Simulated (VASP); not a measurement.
Crystal: BAs.

```
B As
1.0
     0.00000    2.39187    2.39187
     2.39187    0.00000    2.39187
     2.39187    2.39187    0.00000
B As
1 1
Direct
  0.00000 0.00000 0.00000
  0.25000 0.25000 0.25000
```

Base run:

```yaml
Program: VASP 6.6.1
Functional: PBE0
Potentials_or_basis: VASP PAW PBE potentials, release 64 (B, As)
Cutoff: 520 eV
k_mesh: 6 × 6 × 6
Occupations: gaussian, width 0.01 eV
Spin: no spin polarisation
```

Its results: band gap on the k mesh 2.65 eV (least direct gap 4.81 eV); pressure -1.3 GPa.

Problem. The run is repeated on the same cell with these changes: functional from PBE0 to r2SCANh; share of exact exchange from 0.25 to 0.1. What comes out?

Solution. Band gap on the k mesh 1.97 eV (least direct gap 4.00 eV); pressure -0.9 GPa.

Caveats: the PAW data sets were made with another functional, which shifts forces and pressure a little.

A k mesh can miss the band edges.
